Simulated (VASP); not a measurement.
## CdSe (zincblende type): electric field gradients with PBE

The system is CdSe (zincblende type).

```xyz
2
Lattice="0.0000 3.0981 3.0981 3.0981 0.0000 3.0981 3.0981 3.0981 0.0000" Properties=species:S:1:pos:R:3 pbc="T T T"
Cd    0.0000    0.0000    0.0000
Se    1.5490    1.5490    1.5490
```

| Quantity | Value |
| --- | --- |
| Program | VASP 6.6.1 |
| Task | electric field gradients |
| Functional | PBE |
| Potentials or basis | VASP PAW PBE potentials, release 64 (Cd, Se) |
| Cutoff | 520 eV |
| k mesh | 14 × 14 × 14 |
| Occupations | fermi-dirac, width 0.08 eV |
| Spin | no spin polarisation |
| Dipole correction | no |
| Further INCAR settings | ALGO = Normal; EDIFF = 1e-08; NBANDS = 16 |

* Pressure: 0.2 GPa
* Band gap on the k mesh: 0.49 eV
* Largest electric field gradient by atom: zero within the noise of the run

Levels at points of the mesh, in eV from the valence-band top:
| k point | band 6 | band 7 | band 8 | band 9 | band 10 | band 11 | band 12 | band 13 |
| --- | --- | --- | --- | --- | --- | --- | --- | --- |
| (0.00, 0.00, 0.00) | -7.44 | 0.00 | 0.00 | 0.00 | 0.49 | 5.93 | 5.93 | 5.93 |
| (0.50, 0.00, 0.00) | -7.19 | -4.07 | -0.67 | -0.67 | 2.32 | 6.43 | 6.43 | 7.26 |
| (0.50, 0.50, 0.00) | -7.13 | -3.83 | -1.67 | -1.67 | 3.24 | 3.69 | 8.86 | 9.89 |

Wall time 2.7 min on 1 thread of Intel Xeon 8259CL, with other jobs on the host, peak memory 0.27 GiB.
